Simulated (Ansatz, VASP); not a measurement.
**One calculation of Cl, two programs**

```
CELL_PARAMETERS angstrom
0.00000 3.09353 3.09353
3.09353 0.00000 3.09353
3.09353 3.09353 0.00000
ATOMIC_POSITIONS crystal
Cl 0.87500 0.87500 0.87500
Cl 0.12500 0.12500 0.12500
```

Alike in both runs: task single point; functional LDA; k mesh 11 × 11 × 11; occupations fermi-dirac, width 0.08 eV; no spin polarisation.

|  | VASP | Ansatz |
| --- | --- | --- |
| version | VASP 6.6.1 | Ansatz 0.2.0 |
| potentials or method | VASP PAW LDA potentials, release 64 (Cl), cutoff 520 eV | all-electron LAPW, scalar-relativistic |

```tsv
	VASP	Ansatz	Ansatz less VASP
pressure (GPa)	0.0	0.0	+0.03
```

LDA's correlation is that of Perdew and Zunger in VASP and of Perdew and Wang (1992) in Ansatz. Ansatz ran all-electron here, and VASP with PAW potentials.
